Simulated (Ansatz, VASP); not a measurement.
**Pb: VASP beside Ansatz**

INCAR

```
PREC = Accurate
ENCUT = 520
EDIFF = 1E-6
ISMEAR = 0
SIGMA = 0.15
LREAL = False
LASPH = True
NELM = 80
ALGO = Fast
ISIF = 2
LWAVE = False
LCHARG = True
GGA = PS
LELF = True
LVHAR = True
NBANDS = 13
```

File KPOINTS:

```
regular mesh
0
Gamma
  16 16 16
```

File POSCAR:

```
Pb
1.0
    0.0000000000      2.4698000000      2.4698000000
    2.5068470000      0.0000000000      2.4698000000
    2.5068470000      2.4698000000      0.0000000000
Pb
1
Direct
    0.0000000000      0.0000000000      0.0000000000
```

Input for Ansatz:

```yaml
crystal:
  lattice:
    - [0.0, 2.4698, 2.4698]
    - [2.506847, 0.0, 2.4698]
    - [2.506847, 2.4698, 0.0]
  atoms:
    - { symbol: Pb, position: [0.0, 0.0, 0.0] }
basis:
  ecutwfc: 420
kpoints:
  mp_grid: { grid: [16, 16, 16] }
hamiltonian:
  xc: pbesol
scf:
  occupations: { method: gaussian, width: 0.15 }
output:
  forces: true
  stress: true
  eigenvalues: true
```

Change from the starting cell: strain +0.0150 x Voigt [1, 0, 0, 0, 0, 0], atoms carried along.

Alike in both runs: task single point; functional PBEsol; k mesh 16 × 16 × 16; occupations gaussian, width 0.15 eV; no spin polarisation.

|  | VASP | Ansatz |
| --- | --- | --- |
| version | VASP 6.6.1 | Ansatz 0.2.0 |
| potentials or method | VASP PAW PBE potentials, release 64 (Pb_d), cutoff 520 eV | scalar-relativistic, plane waves, PAW |
| valence electrons in the cell | 14 | 14 |

|  | VASP | Ansatz | Ansatz less VASP |
| --- | --- | --- | --- |
| gap on the k mesh at the Fermi level (eV) | none | none | - |
| pressure (GPa) | -0.9 | -0.9 | +0.03 |
| traceless stress, the component that is largest in VASP (GPa) | -0.15 | -0.15 | -0.001 |

VASP's potentials were made for PBE, not for PBEsol. A gap of «none» marks a metal or a gap that the smearing closes. With one functional, cell and mesh, what is left measures potentials, basis and numerics.

Spin-orbit coupling is off throughout.
